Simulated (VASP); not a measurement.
# SrAl2Te3 (P6_3/mmc) in VASP: single point with PBE

Aim: the single point of SrAl2Te3 with PBE.

Everything below comes from runs of VASP 6.6.1. Logs are shortened: lines on timing, memory, paths and dates and some standing lists are left out, and cuts for length are marked.

**1. The cell of the first run**

Symmetry: P6_3/mmc, No. 194, hexagonal system. Conventional cell: a = 4.300 Å, b = 4.300 Å, c = 21.857 Å, α = 90.00°, β = 90.00°, γ = 120.00°. Within 4.4 Å of Sr (site symmetry -6m2) lie 6 Te at 3.34 Å and 6 Sr at 4.30 Å. Within 4.1 Å of Al (site symmetry 3m) lie 6 Te at 2.95 to 2.98 Å and 3 Al at 4.03 Å. Within 3.9 Å of Te (site symmetry -3m) lie 6 Al at 2.95 Å. Within 3.9 Å of Te (site symmetry 3m) lie 3 Al at 2.98 Å and 3 Sr at 3.34 Å.

**2. Single point, PBE**

INCAR

```
SYSTEM = SrAl2Te3
PREC = Accurate ; ENCUT = 520
EDIFF = 1E-6 ; ISMEAR = 0
SIGMA = 0.1 ; LREAL = .False.
LASPH = .True. ; NELM = 100
ALGO = Normal ; ISIF = 2
LWAVE = .False. ; LCHARG = .False.
GGA = PE ; NBANDS = 46
```

KPOINTS

```
regular mesh
0
Gamma
  12 12 2
  0 0 0
```

POSCAR

```
SrAl2Te3
1.0
    4.3004253069      0.0000000000      0.0000000000
   -2.1502126535      3.7242775629      0.0000000000
    0.0000000000      0.0000000000     21.8565817072
Sr Al Te
2 4 6
Direct
    0.0000000000      0.0000000000      0.2500000000
    0.0000000000      0.0000000000      0.7500000000
    0.3333333333      0.6666666667      0.9273293179
    0.6666666667      0.3333333333      0.4273293179
    0.6666666667      0.3333333333      0.0726706821
    0.3333333333      0.6666666667      0.5726706821
    0.0000000000      0.0000000000      0.5000000000
    0.0000000000      0.0000000000      0.0000000000
    0.3333333333      0.6666666667      0.3519849735
    0.6666666667      0.3333333333      0.8519849735
    0.6666666667      0.3333333333      0.6480150265
    0.3333333333      0.6666666667      0.1480150265
```

Potentials or basis: VASP PAW PBE potentials, release 64 (Sr_sv, Al, Te).

Run with:

```bash
$ cat potpaw_PBE.64/Sr_sv/POTCAR potpaw_PBE.64/Al/POTCAR potpaw_PBE.64/Te/POTCAR > POTCAR
$ mpirun -np 1 vasp_std > vasp.out
```

OUTCAR:

```text
SYSTEM = SrAl2Te3
   PREC = Accurate
   ENCUT = 520
   EDIFF = 1E-6
   ISMEAR = 0
   LREAL = .False.
   LASPH = .True.
   NELM = 100
   ISIF = 2
   GGA = PE

 ion  position               nearest neighbor table
   1  0.000  0.000  0.250-   9 3.34  12 3.34   9 3.34  12 3.34   9 3.34  12 3.34
   2  0.000  0.000  0.750-  10 3.34  11 3.34  10 3.34  11 3.34  10 3.34  11 3.34
   3  0.333  0.667  0.927-   8 2.95   8 2.95   8 2.95  10 2.98  10 2.98  10 2.98
   4  0.667  0.333  0.427-   7 2.95   7 2.95   7 2.95   9 2.98   9 2.98   9 2.98
   5  0.667  0.333  0.073-   8 2.95   8 2.95   8 2.95  12 2.98  12 2.98  12 2.98
   6  0.333  0.667  0.573-   7 2.95   7 2.95   7 2.95  11 2.98  11 2.98  11 2.98
   7  0.000  0.000  0.500-   4 2.95   6 2.95   4 2.95   6 2.95   4 2.95   6 2.95
   8  0.000  0.000  0.000-   3 2.95   5 2.95   5 2.95   3 2.95   5 2.95   3 2.95
   9  0.333  0.667  0.352-   4 2.98   4 2.98   4 2.98   1 3.34   1 3.34   1 3.34
  10  0.667  0.333  0.852-   3 2.98   3 2.98   3 2.98   2 3.34   2 3.34   2 3.34
  11  0.667  0.333  0.648-   6 2.98   6 2.98   6 2.98   2 3.34   2 3.34   2 3.34
  12  0.333  0.667  0.148-   5 2.98   5 2.98   5 2.98   1 3.34   1 3.34   1 3.34

  LATTYP: Found a hexagonal cell.
 ALAT       =     4.3004253069
 C/A-ratio  =     5.0824232831

  Lattice vectors:

 A1 = (   4.3004253069,   0.0000000000,   0.0000000000)
 A2 = (  -2.1502126535,   3.7242775629,   0.0000000000)
 A3 = (   0.0000000000,   0.0000000000,  21.8565817072)

Analysis of symmetry for initial positions (statically):
=====================================================================
 Subroutine PRICEL returns:
 Original cell was already a primitive cell.

 Routine SETGRP: Setting up the symmetry group for a
 hexagonal supercell.

 Subroutine GETGRP returns: Found 24 space group operations
 (whereof 12 operations were pure point group operations)
 out of a pool of 24 trial point group operations.

The static configuration has the point symmetry D_3d.
 The point group associated with its full space group is D_6h.

Analysis of symmetry for dynamics (positions and initial velocities):
=====================================================================
 Subroutine PRICEL returns:
 Original cell was already a primitive cell.

 Routine SETGRP: Setting up the symmetry group for a
 hexagonal supercell.

 Subroutine GETGRP returns: Found 24 space group operations
 (whereof 12 operations were pure point group operations)
 out of a pool of 24 trial point group operations.

The dynamic configuration has the point symmetry D_3d.
 The point group associated with its full space group is D_6h.

 Subroutine INISYM returns: Found 24 space group operations
 (whereof 12 operations are pure point group operations),
 and found     1 'primitive' translations

----------------------------------------------------------------------------------------

                                     Primitive cell

  volume of cell :     350.0545

  direct lattice vectors                    reciprocal lattice vectors
     4.300425307  0.000000000  0.000000000     0.232535140  0.134254226  0.000000000
    -2.150212654  3.724277563  0.000000000     0.000000000  0.268508451  0.000000000
     0.000000000  0.000000000 21.856581707     0.000000000  0.000000000  0.045752809

  length of vectors
     4.300425307  4.300425307 21.856581707     0.268508451  0.268508451  0.045752809

  position of ions in fractional coordinates (direct lattice)
     0.000000000  0.000000000  0.250000000
     0.000000000  0.000000000  0.750000000
     0.333333333  0.666666667  0.927329318
     0.666666667  0.333333333  0.427329318
     0.666666667  0.333333333  0.072670682
     0.333333333  0.666666667  0.572670682
     0.000000000  0.000000000  0.500000000
     0.000000000  0.000000000  0.000000000
     0.333333333  0.666666667  0.351984974
     0.666666667  0.333333333  0.851984974
     0.666666667  0.333333333  0.648015026
     0.333333333  0.666666667  0.148015026

  ion indices of the primitive-cell ions
   primitive index   ion index
                 1           1
                 2           2
                 3           3
                 4           4
                 5           5
                 6           6
                 7           7
                 8           8
                 9           9
                10          10
                11          11
                12          12

----------------------------------------------------------------------------------------

 KPOINTS: regular mesh

Automatic generation of k-mesh.
 Grid dimensions read from file:
 generate k-points for:   12   12    2

 Generating k-lattice:

  Cartesian coordinates                     Fractional coordinates (reciprocal lattice)
     0.019377928  0.011187852  0.000000000     0.083333333  0.000000000  0.000000000
     0.000000000  0.022375704  0.000000000     0.000000000  0.083333333  0.000000000
     0.000000000  0.000000000  0.022876404     0.000000000  0.000000000  0.500000000

  Length of vectors
     0.022375704  0.022375704  0.022876404

  Shift w.r.t. Gamma in fractional coordinates (k-lattice)
     0.000000000  0.000000000  0.000000000

 Subroutine IBZKPT returns following result:
 ===========================================

 Found     38 irreducible k-points:

 Following reciprocal coordinates:
            Coordinates               Weight
  0.000000  0.000000  0.000000      1.000000
  0.083333 -0.000000  0.000000      6.000000
  0.166667  0.000000  0.000000      6.000000
  0.250000  0.000000  0.000000      6.000000
  0.333333  0.000000  0.000000      6.000000
  0.416667  0.000000  0.000000      6.000000
[... 16 lines left out ...]
  0.250000  0.000000  0.500000      6.000000
  0.333333  0.000000  0.500000      6.000000
 [... further k-points ...]
   k-points           NKPTS =     38   k-points in BZ     NKDIM =     38   number of bands    NBANDS=     46
   number of dos      NEDOS =    301   number of ions     NIONS =     12
   total plane-waves  NPLWV = 172032
   dimension x,y,z NGX =    32 NGY =   32 NGZ =  168
   dimension x,y,z NGXF=    64 NGYF=   64 NGZF=  336
   ions per type =               2   4   6
   NGX,Y,Z   is equivalent  to a cutoff of  12.37, 12.37, 12.78 a.u.
   NGXF,Y,Z  is equivalent  to a cutoff of  24.74, 24.74, 25.56 a.u.
 SYSTEM =  SrAl2Te3
   PREC   = accura    normal or accurate (medium, high low for compatibility)
   ISTART =      0    job   : 0-new  1-cont  2-samecut
   ICHARG =      2    charge: 1-file 2-atom 10-const
   ISPIN  =      1    spin polarized calculation?
   LNONCOLLINEAR =      F non collinear calculations
   LSORBIT =      F    spin-orbit coupling
   LASPH  =      T    aspherical Exc in radial PAW
   ENCUT  =  520.0 eV  38.22 Ry    6.18 a.u.   8.00  8.00 40.64*2*pi/ulx,y,z
   NELM   =    100;   NELMIN=  2; NELMDL= -5     # of ELM steps
   EDIFF  = 0.1E-05   stopping-criterion for ELM
   LREAL  =      F    real-space projection
   EDIFFG = 0.1E-04   stopping-criterion for IOM
   NSW    =      0    number of steps for IOM
   IBRION =     -1    ionic relax: 0-MD 1-quasi-New 2-CG
   NFREE  =      0    steps in history (QN), initial steepest desc. (CG)
   ISIF   =      2    stress and relaxation
   ISYM   =      2    0-nonsym 1-usesym 2-fastsym
   POTIM  = 0.5000    time-step for ionic-motion
   TEBEG  =    0.0;   TEEND  =   0.0 temperature during run
   PSTRESS=    0.0 pullay stress
   NELECT =      68.0000    total number of electrons
   NUPDOWN=      -1.0000    fix difference up-down
   EMIN   =  10.00;   EMAX   =-10.00  energy-range for DOS
   EFERMI =   0.00;   METHOD = LEGACY
   ISMEAR =     0;   SIGMA  =   0.10  broadening in eV -4-tet -1-fermi 0-gaus
   EFERMI_NEDOS =   21; number of points for ismear=-14 and -15
   IALGO  =     38    algorithm
   IMIX   =      4    mixing-type and parameters
     AMIX     =   0.40;   BMIX     =  1.00
     AMIX_MAG =   1.60;   BMIX_MAG =  1.00
  volume/ion in A,a.u.               =      29.17       196.86
  Fermi-wavevector in a.u.,A,eV,Ry     =   0.948126  1.791698 12.230852  0.898942
  Thomas-Fermi vector in A             =   2.076284
   LORBIT       =      0    0 simple, 1 ext, 2 COOP (PROOUT), +10 PAW based schemes
   GGA     = PE    functional components
   LHFCALC =     F    Hartree Fock is set to
   AEXX    =    0.0000 exact exchange contribution
   IVDW    =     0    specifies the selected vdW correction
   LEPSILON=     F    determine dielectric tensor
   LRPA    =     F    only Hartree local field effects (RPA)
 non-spin polarized calculation
 Gauss-broadening in eV      SIGMA  =   0.10
  energy-cutoff  :      520.00
  volume of cell :      350.05
 maximum number of plane-waves:      9462
 NGX is ok and might be reduce to    32
   NGX = 15   NGY = 15   NGZ = 81

 number of electron      67.9999999 magnetization

 Free energy of the ion-electron system (eV)
  ---------------------------------------------------
  ext. energy  EPLUGINS =         0.00000000
  ---------------------------------------------------
  free energy    TOTEN  =       -44.17983329 eV

  energy without entropy =      -44.15736806  energy(sigma->0) =      -44.16860067

 E-fermi :   5.9743     XC(G=0):  -9.1229

 val. band max:        5.9713191498   @ k =   0.3333   0.2500   0.0000
 cond. band min:       5.9780856553   @ k =   0.1667   0.0000   0.0000
 fundamental gap:      0.0067665055
 Fermi energy:         5.9742722322

 k-point     1 :       0.0000    0.0000    0.0000
  band No.  band energies     occupation
      1     -30.3559      2.00000
      2     -30.3559      2.00000
      3     -12.4090      2.00000
      4     -12.4090      2.00000
      5     -12.3445      2.00000
      6     -12.3445      2.00000
[... 38 lines left out ...]
     45       8.4729      0.00000
     46       8.4970      0.00000
[... 1086 lines left out ...]
      6     -12.3735      2.00000
[... 38 lines left out ...]
     45       9.2604      0.00000
     46       9.2605      0.00000

 [... further k-points ...]

------------------------ aborting loop because EDIFF is reached ----------------------------------------

  FORCE on cell =-STRESS in cart. coord.  units (eV):
  Direction    XX          YY          ZZ          XY          YZ          ZX
  --------------------------------------------------------------------------------------
  -------------------------------------------------------------------------------------
  Total        0.0986484      0.0986484      0.1654614     -0.0000000     -0.0000000     -0.0000000
  in kB        0.4515076      0.4515076      0.7573063     -0.0000000     -0.0000000     -0.0000000
  external PRESSURE =       0.5534405 kB  Pullay stress =       0.0000000 kB

 VOLUME and BASIS-vectors are now :
 -----------------------------------------------------------------------------
  energy-cutoff  :      520.00
  volume of cell :      350.05
      direct lattice vectors                 reciprocal lattice vectors
     4.300425307  0.000000000  0.000000000     0.232535140  0.134254226  0.000000000
    -2.150212654  3.724277563  0.000000000     0.000000000  0.268508451  0.000000000
     0.000000000  0.000000000 21.856581707     0.000000000  0.000000000  0.045752809

 POSITION                                       TOTAL-FORCE (eV/Angst)
 -----------------------------------------------------------------------------------
      0.00000      0.00000      5.46415        -0.000000      0.000000     -0.000000
      0.00000      0.00000     16.39244        -0.000000     -0.000000     -0.000000
     -0.00000      2.48285     20.26825         0.000000     -0.000000     -0.004202
      2.15021      1.24143      9.33996        -0.000000      0.000000     -0.004202
      2.15021      1.24143      1.58833        -0.000000      0.000000      0.004202
     -0.00000      2.48285     12.51662         0.000000     -0.000000      0.004202
      0.00000      0.00000     10.92829        -0.000000     -0.000000     -0.000000
      0.00000      0.00000      0.00000        -0.000000     -0.000000     -0.000000
     -0.00000      2.48285      7.69319         0.000000     -0.000000      0.013577
      2.15021      1.24143     18.62148        -0.000000     -0.000000      0.013577
      2.15021      1.24143     14.16339        -0.000000      0.000000     -0.013577
     -0.00000      2.48285      3.23510         0.000000     -0.000000     -0.013577
 -----------------------------------------------------------------------------------
    total drift:                                0.000000     -0.000000      0.000000

  FREE ENERGIE OF THE ION-ELECTRON SYSTEM (eV)
  ---------------------------------------------------
  free  energy   TOTEN  =       -44.1798332876 eV

  energy  without entropy=      -44.1573680623  energy(sigma->0) =      -44.16860067
```

Wall time 14 min (1 thread of Intel Xeon Platinum 8259CL at 2.50GHz (Skylake/Cascade Lake), shared host); peak memory 0.74 GiB.

Results:

| Property | Result |
| --- | --- |
| Free energy | -44.1798 eV |
| Pressure | 0.1 GPa |
| Largest force | 0.014 eV/Å |
| Band gap on the k mesh | zero (bands 34 and 35 overlap by 0.52 eV) |

Forces in eV/Å, atoms in the order of the input:
```
Sr   0.000  0.000  0.000
Sr   0.000  0.000  0.000
Al   0.000  0.000 -0.004
Al   0.000  0.000 -0.004
Al   0.000  0.000  0.004
Al   0.000  0.000  0.004
Te   0.000  0.000  0.000
Te   0.000  0.000  0.000
Te   0.000  0.000  0.014
Te   0.000  0.000  0.014
Te   0.000  0.000 -0.014
Te   0.000  0.000 -0.014
```

Caveat: spin-orbit coupling is left out, which moves the levels of the heavy elements.
